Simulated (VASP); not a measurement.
# AlNi (P4/mmm) in VASP: a series of runs

Runs on AlNi. Level: PBEsol. Tasks: single point.

Everything below comes from runs of VASP 6.6.1. Logs are shortened: lines on timing, memory, paths and dates and some standing lists are left out, and cuts for length are marked.

## Step 1: The cell of the first run

The structure is tetragonal, space group P4/mmm (No. 123). Conventional cell: a = 2.773 Å, b = 2.773 Å, c = 2.783 Å, α = 90.00°, β = 90.00°, γ = 90.00°. Al (site symmetry 4/mmm) has 8 Ni at 2.40 Å and 6 Al at 2.77 to 2.78 Å within 3.2 Å. Ni (site symmetry 4/mmm) has 8 Al at 2.40 Å and 6 Ni at 2.77 to 2.78 Å within 3.2 Å.

## Step 2: Single point, PBEsol (strain -0.030 along x and y, -0.030 along z)

INCAR reads:

```
SYSTEM = AlNi
  PREC = Accurate
  ENCUT = 520
  EDIFF = 1E-6
  ISMEAR = 0
  SIGMA = 0.15
  LREAL = .False.
  LASPH = .True.
  NELM = 60
  ALGO = Fast
  ISIF = 2
  LWAVE = .False.
  LCHARG = .True.
  GGA = PS
  LELF = .True.
  LVHAR = .True.
  NBANDS = 14
```

KPOINTS reads:

```
regular mesh
0
Gamma
  20 20 20
  0 0 0
```

POSCAR reads:

```
AlNi
1.0
    1.9606882445     -1.9607092947      0.0000000000
    1.9606882445      1.9607092947      0.0000000000
    0.0000000000      0.0000000000      2.7833265466
Al Ni
1 1
Direct
    0.0000000000      0.0000000000      0.0000000000
    0.5000000000      0.5000000000      0.5000000000
```

Potentials or basis: VASP PAW PBE potentials, release 64 (Al, Ni).

Command:

```console
> cat potpaw_PBE.64/Al/POTCAR potpaw_PBE.64/Ni/POTCAR > POTCAR
> mpirun -np 1 vasp_std > vasp.out
```

OUTCAR:

```text
SYSTEM = AlNi
   PREC = Accurate
   ENCUT = 520
   EDIFF = 1E-6
   ISMEAR = 0
   LREAL = .False.
   LASPH = .True.
   NELM = 60
   ISIF = 2
   GGA = PS

 ion  position               nearest neighbor table
   1  0.000  0.000  0.000-   2 2.40   2 2.40   2 2.40   2 2.40   2 2.40   2 2.40   2 2.40   2 2.40

   2  0.500  0.500  0.500-   1 2.40   1 2.40   1 2.40   1 2.40   1 2.40   1 2.40   1 2.40   1 2.40

  LATTYP: Found a base centered orthorhombic cell.
 ALAT       =     3.9213764890
 B/A-ratio  =     1.0000107361
 C/A-ratio  =     0.7097830454

  Lattice vectors:

 A1 = (   1.9606882445,  -1.9607092947,   0.0000000000)
 A2 = (   1.9606882445,   1.9607092947,   0.0000000000)
 A3 = (   0.0000000000,   0.0000000000,   2.7833265466)

Analysis of symmetry for initial positions (statically):
=====================================================================
 Subroutine PRICEL returns:
 Original cell was already a primitive cell.

 Routine SETGRP: Setting up the symmetry group for a
 base centered orthorhombic supercell.

 Subroutine GETGRP returns: Found  8 space group operations
 (whereof  8 operations were pure point group operations)
 out of a pool of  8 trial point group operations.

The static configuration has the point symmetry D_2h.

Analysis of symmetry for dynamics (positions and initial velocities):
=====================================================================
 Subroutine PRICEL returns:
 Original cell was already a primitive cell.

 Routine SETGRP: Setting up the symmetry group for a
 base centered orthorhombic supercell.

 Subroutine GETGRP returns: Found  8 space group operations
 (whereof  8 operations were pure point group operations)
 out of a pool of  8 trial point group operations.

The dynamic configuration has the point symmetry D_2h.

 Subroutine INISYM returns: Found  8 space group operations
 (whereof  8 operations are pure point group operations),
 and found     1 'primitive' translations

----------------------------------------------------------------------------------------

                                     Primitive cell

  volume of cell :      21.4001

  direct lattice vectors                    reciprocal lattice vectors
     1.960688245 -1.960709295  0.000000000     0.255012494 -0.255009757  0.000000000
     1.960688245  1.960709295  0.000000000     0.255012494  0.255009757  0.000000000
     0.000000000  0.000000000  2.783326547     0.000000000  0.000000000  0.359282313

  length of vectors
     2.772846792  2.772846792  2.783326547     0.360640192  0.360640192  0.359282313

  position of ions in fractional coordinates (direct lattice)
     0.000000000  0.000000000  0.000000000
     0.500000000  0.500000000  0.500000000

  ion indices of the primitive-cell ions
   primitive index   ion index
                 1           1
                 2           2

----------------------------------------------------------------------------------------

 KPOINTS: regular mesh

Automatic generation of k-mesh.
 Grid dimensions read from file:
 generate k-points for:   20   20   20

 Generating k-lattice:

  Cartesian coordinates                     Fractional coordinates (reciprocal lattice)
     0.012750625 -0.012750488  0.000000000     0.050000000 -0.000000000  0.000000000
     0.012750625  0.012750488  0.000000000    -0.000000000  0.050000000  0.000000000
     0.000000000  0.000000000  0.017964116     0.000000000  0.000000000  0.050000000

  Length of vectors
     0.018032010  0.018032010  0.017964116

  Shift w.r.t. Gamma in fractional coordinates (k-lattice)
     0.000000000  0.000000000  0.000000000

 Subroutine IBZKPT returns following result:
 ===========================================

 Found   1221 irreducible k-points:

 Following reciprocal coordinates:
            Coordinates               Weight
  0.000000  0.000000  0.000000      1.000000
  0.050000  0.000000  0.000000      4.000000
  0.100000  0.000000  0.000000      4.000000
  0.150000  0.000000  0.000000      4.000000
  0.200000  0.000000  0.000000      4.000000
  0.250000  0.000000  0.000000      4.000000
[... 16 lines left out ...]
 -0.400000  0.050000  0.000000      4.000000
 -0.350000  0.050000  0.000000      4.000000
 [... further k-points ...]
   k-points           NKPTS =   1221   k-points in BZ     NKDIM =   1221   number of bands    NBANDS=     14
   number of dos      NEDOS =    301   number of ions     NIONS =      2
   total plane-waves  NPLWV =  13824
   dimension x,y,z NGX =    24 NGY =   24 NGZ =   24
   dimension x,y,z NGXF=    48 NGYF=   48 NGZF=   48
   ions per type =               1   1
   NGX,Y,Z   is equivalent  to a cutoff of  14.39, 14.39, 14.34 a.u.
   NGXF,Y,Z  is equivalent  to a cutoff of  28.78, 28.78, 28.67 a.u.
 SYSTEM =  AlNi
   PREC   = accura    normal or accurate (medium, high low for compatibility)
   ISTART =      0    job   : 0-new  1-cont  2-samecut
   ICHARG =      2    charge: 1-file 2-atom 10-const
   ISPIN  =      1    spin polarized calculation?
   LNONCOLLINEAR =      F non collinear calculations
   LSORBIT =      F    spin-orbit coupling
   LASPH  =      T    aspherical Exc in radial PAW
   ENCUT  =  520.0 eV  38.22 Ry    6.18 a.u.   5.16  5.16  5.18*2*pi/ulx,y,z
   NELM   =     60;   NELMIN=  2; NELMDL= -5     # of ELM steps
   EDIFF  = 0.1E-05   stopping-criterion for ELM
   LREAL  =      F    real-space projection
[... 7 lines left out ...]
   TEBEG  =    0.0;   TEEND  =   0.0 temperature during run
   PSTRESS=    0.0 pullay stress
   NELECT =      13.0000    total number of electrons
   NUPDOWN=      -1.0000    fix difference up-down
   EMIN   =  10.00;   EMAX   =-10.00  energy-range for DOS
   EFERMI =   0.00;   METHOD = LEGACY
   ISMEAR =     0;   SIGMA  =   0.15  broadening in eV -4-tet -1-fermi 0-gaus
   EFERMI_NEDOS =   21; number of points for ismear=-14 and -15
   IALGO  =     68    algorithm
   IMIX   =      4    mixing-type and parameters
     AMIX     =   0.40;   BMIX     =  1.00
     AMIX_MAG =   1.60;   BMIX_MAG =  1.00
  volume/ion in A,a.u.               =      10.70        72.21
  Fermi-wavevector in a.u.,A,eV,Ry     =   1.386492  2.620090 26.155290  1.922360
  Thomas-Fermi vector in A             =   2.510802
   LORBIT       =      0    0 simple, 1 ext, 2 COOP (PROOUT), +10 PAW based schemes
   GGA     = PS    functional components
   LHFCALC =     F    Hartree Fock is set to
   AEXX    =    0.0000 exact exchange contribution
   IVDW    =     0    specifies the selected vdW correction
   LEPSILON=     F    determine dielectric tensor
   LRPA    =     F    only Hartree local field effects (RPA)
 non-spin polarized calculation
 RMM-DIIS sequential band-by-band and
 Gauss-broadening in eV      SIGMA  =   0.15
  energy-cutoff  :      520.00
  volume of cell :       21.40
 maximum number of plane-waves:       592
 NGX is ok and might be reduce to    24
   NGX = 11   NGY = 11   NGZ = 11

 number of electron      12.9999994 magnetization

 Free energy of the ion-electron system (eV)
  ---------------------------------------------------
  ext. energy  EPLUGINS =         0.00000000
  ---------------------------------------------------
  free energy    TOTEN  =       -11.47478360 eV

  energy without entropy =      -11.46580260  energy(sigma->0) =      -11.47029310

 E-fermi :  11.4327     XC(G=0): -12.7165

 val. band max:       11.4304815111   @ k =   0.2500   0.0000   0.3500
 cond. band min:      11.4342838892   @ k =   0.3000   0.0500   0.3500
 fundamental gap:      0.0038023780
 Fermi energy:        11.4327097009

 k-point     1 :       0.0000    0.0000    0.0000
  band No.  band energies     occupation
      1      -0.5333      2.00000
      2       7.6206      2.00000
      3       7.6242      2.00000
      4       9.6444      2.00000
      5       9.6445      2.00000
      6       9.6565      2.00000
      7      17.3289      0.00000
      8      17.4753      0.00000
      9      17.4753      0.00000
     10      19.9342      0.00000
     11      19.9656      0.00000
     12      27.2612      0.00000
     13      33.6325      0.00000
     14      33.6679      0.00000

 k-point     2 :       0.0500    0.0000    0.0000
  band No.  band energies     occupation
      1      -0.4833      2.00000
      2       7.6218      2.00000
      3       7.6346      2.00000
      4       9.6205      2.00000
      5       9.6331      2.00000
      6       9.6471      2.00000
      7      16.8653      0.00000
      8      17.3953      0.00000
      9      17.5413      0.00000
     10      19.9399      0.00000
     11      20.5296      0.00000
     12      27.4203      0.00000
     13      32.9940      0.00000
     14      33.0972      0.00000

 k-point     3 :       0.1000    0.0000    0.0000
  band No.  band energies     occupation
      1      -0.3337      2.00000
      2       7.6124      2.00000
      3       7.6724      2.00000
      4       9.5524      2.00000
      5       9.5662      2.00000
      6       9.6546      2.00000
      7      15.7243      0.00000
      8      17.5911      0.00000
      9      17.7357      0.00000
     10      19.9352      0.00000
     11      21.5450      0.00000
     12      27.9103      0.00000
     13      31.8021      0.00000
     14      31.9111      0.00000
[... 324 lines left out ...]
 k-point    23 :      -0.4000    0.0500    0.0000
  band No.  band energies     occupation
      1       2.5559      2.00000
      2       5.6813      2.00000
      3       8.1425      2.00000
      4       8.8904      2.00000
      5       8.8949      2.00000
      6       9.7206      2.00000
      7      10.9224      2.00000
      8      19.4128      0.00000
      9      20.8698      0.00000
     10      21.0092      0.00000
     11      24.5397      0.00000
     12      24.7889      0.00000
     13      26.3462      0.00000
     14      28.5311      0.00000

 k-point    24 :      -0.3500    0.0500    0.0000
  band No.  band energies     occupation
      1       1.8748      2.00000
      2       6.3813      2.00000
      3       8.0734      2.00000
      4       8.9709      2.00000
      5       8.9718      2.00000
      6       9.7084      2.00000
      7      11.2193      1.95583
      8      19.0836      0.00000
      9      20.1618      0.00000
     10      20.7300      0.00000
     11      25.4124      0.00000
     12      25.7092      0.00000
     13      25.8047      0.00000
     14      29.0764      0.00000

 [... further k-points ...]
[... 5 lines left out ...]
  --------------------------------------------------------------------------------------
  -------------------------------------------------------------------------------------
  Total        2.5985062      2.5980162      2.5483574     -0.0000000      0.0000000      0.0000000
  in kB      194.5442642    194.5075785    190.7897380     -0.0000000      0.0000000      0.0000000
  external PRESSURE =     193.2805269 kB  Pullay stress =       0.0000000 kB

 VOLUME and BASIS-vectors are now :
 -----------------------------------------------------------------------------
  energy-cutoff  :      520.00
  volume of cell :       21.40
      direct lattice vectors                 reciprocal lattice vectors
     1.960688245 -1.960709295  0.000000000     0.255012494 -0.255009757  0.000000000
     1.960688245  1.960709295  0.000000000     0.255012494  0.255009757  0.000000000
     0.000000000  0.000000000  2.783326547     0.000000000  0.000000000  0.359282313

 POSITION                                       TOTAL-FORCE (eV/Angst)
 -----------------------------------------------------------------------------------
      0.00000      0.00000      0.00000         0.000000     -0.000000      0.000000
      1.96069      0.00000      1.39166        -0.000000      0.000000      0.000000
 -----------------------------------------------------------------------------------
    total drift:                                0.000000     -0.000000     -0.000000

  FREE ENERGIE OF THE ION-ELECTRON SYSTEM (eV)
  ---------------------------------------------------
  free  energy   TOTEN  =       -11.4747836027 eV

  energy  without entropy=      -11.4658025995  energy(sigma->0) =      -11.47029310
```

Wall time 3.7 min (1 thread of AMD EPYC 9R45 (Zen 5), shared host); peak memory 0.43 GiB.

Results:

| Item | Value |
| --- | --- |
| Free energy | -11.4748 eV |
| Pressure | 19.3 GPa |
| Band gap on the k mesh | zero (an odd number of electrons rules out a gap without spin polarisation) |

Levels at points of the mesh, in eV from the Fermi level:
| k point | band 5 | band 6 | band 7 | band 8 | band 9 | band 10 |
| --- | --- | --- | --- | --- | --- | --- |
| (0.00, 0.00, 0.00) | -1.79 | -1.78 | 5.90 | 6.04 | 6.04 | 8.50 |
| (0.50, 0.00, 0.00) | -2.59 | -1.68 | -0.70 | 8.41 | 10.47 | 10.60 |
| (0.50, 0.50, 0.00) | -2.44 | -2.44 | -1.16 | 1.70 | 3.08 | 13.50 |
| (0.00, 0.00, 0.50) | -2.59 | -1.67 | -0.73 | 8.41 | 10.59 | 10.59 |
| (0.50, 0.00, 0.50) | -2.42 | -2.41 | -1.17 | 1.66 | 3.05 | 13.61 |
| (0.50, 0.50, 0.50) | -1.12 | 1.88 | 1.89 | 1.89 | 4.76 | 4.97 |

Caveat: the cell differs from its parent crystal (strain -0.030 along x and y, -0.030 along z); the cell stands under pressure; the PAW data sets were made with another functional, which shifts forces and pressure a little. Spin polarisation is off, so any magnetic state and its effect on volume and gap are missing.

## Step 3: Single point, PBEsol (strain -0.030 along x and y, -0.015 along z)

INCAR reads:

```
PREC     = Accurate       # precision mode
ENCUT    = 520            # plane-wave cutoff, eV
EDIFF    = 1E-6           # SCF threshold, eV
ISMEAR   = 0              # smearing method
SIGMA    = 0.15           # smearing width, eV
LREAL    = F              # projectors in reciprocal space
LASPH    = T              # aspherical terms in the spheres
NELM     = 60             # most SCF steps
ALGO     = Fast           # electronic algorithm
ISIF     = 2              # what is computed and relaxed
LWAVE    = F              # write WAVECAR
LCHARG   = F              # write CHGCAR
GGA      = PS             # functional
NBANDS   = 14             # bands
```

KPOINTS reads:

```
regular mesh
0
Gamma
  20 20 20
```

Changes to POSCAR since step 2:

```diff
@@ -4,3 +4,3 @@
     1.9606882445      1.9607092947      0.0000000000
-    0.0000000000      0.0000000000      2.7833265466
+    0.0000000000      0.0000000000      2.8263676787
 Al Ni
```

Potentials or basis: VASP PAW PBE potentials, release 64 (Al, Ni).

Command:

```console
> cat potpaw_PBE.64/Al/POTCAR potpaw_PBE.64/Ni/POTCAR > POTCAR
> mpirun -np 1 vasp_std > vasp.out
```

It took 3.6 min on 1 thread of AMD EPYC 9R45 (Zen 5), shared host; peak memory 0.44 GiB.

Results (log left out):

| Property | Result |
| --- | --- |
| Free energy | -11.5095 eV |
| Pressure | 15.8 GPa |
| Band gap on the k mesh | zero (an odd number of electrons rules out a gap without spin polarisation) |

Stress tensor (GPa, compression positive):
```
16.35  0.00  0.00
 0.00 16.35  0.00
 0.00  0.00 14.58
```

Levels at points of the mesh, in eV from the Fermi level:
```
           k point  band 5  band 6  band 7  band 8  band 9  band 10
(0.00, 0.00, 0.00)   -1.77   -1.71    5.44    6.17    6.17     8.37
(0.50, 0.00, 0.00)   -2.51   -1.66   -0.65    8.39   10.05    10.72
(0.50, 0.50, 0.00)   -2.43   -2.43   -1.11    1.77    3.10    13.05
(0.00, 0.00, 0.50)   -2.51   -1.62   -0.81    8.40   10.65    10.65
(0.50, 0.00, 0.50)   -2.35   -2.33   -1.16    1.58    2.91    13.56
(0.50, 0.50, 0.50)   -1.08    1.87    1.92    1.92    4.61     4.84
```

Caveat: the cell differs from its parent crystal (strain -0.030 along x and y, -0.015 along z); the cell stands under pressure; the PAW data sets were made with another functional, which shifts forces and pressure a little. Spin polarisation is off, so any magnetic state and its effect on volume and gap are missing.

## Step 4: Single point, PBEsol (strain -0.030 along x and y, +0.000 along z)

INCAR reads:

```
SYSTEM = AlNi
ALGO     = Fast           ! electronic algorithm
EDIFF    = 1E-6           ! SCF threshold, eV
ENCUT    = 520            ! plane-wave cutoff, eV
GGA      = PS             ! functional
ISIF     = 2              ! what is computed and relaxed
ISMEAR   = 0              ! smearing method
LASPH    = .True.         ! aspherical terms in the spheres
LCHARG   = .True.         ! write CHGCAR
LELF     = .True.         ! ELF
LREAL    = .False.        ! projectors in reciprocal space
LVHAR    = .True.       
LWAVE    = .False.        ! write WAVECAR
NBANDS   = 14             ! bands
NELM     = 100            ! most SCF steps
PREC     = Accurate       ! precision mode
SIGMA    = 0.15           ! smearing width, eV
```

KPOINTS reads:

```
k-points
0
Gamma
  20 20 20
  0 0 0
```

Changes to POSCAR since step 3:

```diff
@@ -4,3 +4,3 @@
     1.9606882445      1.9607092947      0.0000000000
-    0.0000000000      0.0000000000      2.8263676787
+    0.0000000000      0.0000000000      2.8694088109
 Al Ni
```

Command:

```console
> cat potpaw_PBE.64/Al/POTCAR potpaw_PBE.64/Ni/POTCAR > POTCAR
> mpirun -np 1 vasp_std > vasp.out
```

Wall time 4.1 min (1 thread of AMD EPYC 9R45 (Zen 5), shared host); peak memory 0.44 GiB.

Results (log left out):

```
Free energy            : -11.5351 eV
Pressure               : 12.4 GPa
Band gap on the k mesh : zero (an odd number of electrons rules out a gap without spin polarisation)
```

Stress tensor (GPa, compression positive):
```
13.36  0.00  0.00
 0.00 13.36  0.00
 0.00  0.00 10.51
```

Levels at points of the mesh, in eV from the Fermi level:
```csv
k point,band 3,band 4,band 5,band 6,band 7,band 8,band 9,band 10,band 11,band 12
"(0.00, 0.00, 0.00)",-3.63,-1.75,-1.75,-1.65,5.00,6.29,6.29,8.22,8.55,15.28
"(0.50, 0.00, 0.00)",-3.09,-2.64,-2.43,-1.64,-0.60,8.35,9.65,10.84,11.16,12.21
"(0.50, 0.50, 0.00)",-2.94,-2.94,-2.43,-2.43,-1.07,1.84,3.12,12.63,15.29,15.29
"(0.00, 0.00, 0.50)",-3.15,-2.43,-2.43,-1.56,-0.88,8.40,10.71,10.71,11.83,11.83
"(0.50, 0.00, 0.50)",-3.27,-3.09,-2.29,-2.25,-1.16,1.51,2.78,13.52,15.85,16.23
"(0.50, 0.50, 0.50)",-4.51,-1.14,-1.04,1.86,1.95,1.95,4.47,4.71,4.71,5.09
```

Caveat: the cell differs from its parent crystal (strain -0.030 along x and y, +0.000 along z); the cell stands under pressure; the PAW data sets were made with another functional, which shifts forces and pressure a little.

## Step 5: The runs side by side

```csv
cell,gap on the mesh (eV),pressure (GPa)
"a = 2.773, b = 2.773, c = 2.783 Å, 2 atoms",none,19.3
"a = 2.773, b = 2.773, c = 2.826 Å, 2 atoms",none,15.8
"a = 2.773, b = 2.773, c = 2.869 Å, 2 atoms",none,12.4
```

Alike in all rows: task single point; level PBEsol; potentials or basis VASP PAW PBE potentials, release 64 (Al, Ni); no spin polarisation; k mesh 20 × 20 × 20; cutoff (eV) 520; smearing gaussian 0.15 eV.

Caveats: the cell stands under pressure; the PAW data sets were made with another functional, which shifts forces and pressure a little.

Total energies depend on the potentials used, so only differences within one code and one set of settings carry meaning.
